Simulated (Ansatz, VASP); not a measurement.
## Two plane-wave programs on W

```xyz
1
Lattice="2.7407 0.0000 0.0000 -0.9136 2.5840 0.0000 -0.9136 -1.2920 2.2378" Properties=species:S:1:pos:R:3 pbc="T T T"
W     0.0000    0.0000    0.0000
```

Alike in both runs: task single point; functional LDA; k mesh 12 × 12 × 12; occupations methfessel-paxton of order 1, width 0.2 eV; no spin polarisation.

|  | VASP | Ansatz |
| --- | --- | --- |
| version | VASP 6.6.1 | Ansatz 0.2.0 |
| potentials or method | VASP PAW LDA potentials, release 64 (W_sv), cutoff 500 eV | plane waves, PAW |
| valence electrons in the cell | 14 | 14 |

Ansatz gave:

| Quantity | Value |
| --- | --- |
| pressure (GPa) | -8.9 |

Task: Which values does VASP return?

Result: Pressure (GPa): -7.3.

LDA's correlation is that of Perdew and Zunger in VASP and of Perdew and Wang (1992) in Ansatz.

Spin-orbit coupling is off throughout.
